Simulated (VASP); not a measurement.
The system is Se.

```
Se
1.0
     4.71375    0.00000    0.00000
     0.00000    4.71375    0.00000
     0.00000    0.00000    4.71375
Se
4
Direct
  0.00000 0.00000 0.00000
  0.50000 0.00000 0.00000
  0.00000 0.50000 0.00000
  0.00000 0.00000 0.50000
```

The cell was built from a structure type or drawn by symmetry, and may not be a known phase.

- Program: VASP 6.6.1
- Task: relaxation of cell and atoms
- Functional: PBE
- Potentials or basis: VASP PAW PBE potentials, release 64 (Se)
- Cutoff: 600 eV
- k mesh: 4 × 4 × 4
- Occupations: gaussian, width 0.1 eV
- Spin: no spin polarisation

At the start: pressure 18.1 GPa; volume 26.18 Å³/atom.

**Question.** Where does the relaxation end?

**Answer.** Over 4 steps the energy falls by 359.1 meV/atom and the volume is 34.69 Å³/atom (+32.5 %); space group Pm-3m (No. 221, to 0.1 Å) before and after.

The path:
```
step  energy change (eV)  largest force (eV/Å)  pressure (GPa)  volume (Å³)
   1              0.0000                0.0000           18.10       104.74
   2             -1.2532                0.0000           -3.05       156.27
   3             -1.4354                0.0000            0.28       137.38
   4             -1.4365                0.0000           -0.02       138.74
```

Final structure:
```
CELL_PARAMETERS angstrom
5.17691 0.00000 0.00000
0.00000 5.17691 0.00000
0.00000 0.00000 5.17691
ATOMIC_POSITIONS crystal
Se 0.00000 0.00000 0.00000
Se 0.50000 0.00000 0.00000
Se 0.00000 0.50000 0.00000
Se 0.00000 0.00000 0.50000
```

Caveat: the volume moved by over 15 % at a fixed basis, so the end points are rough.
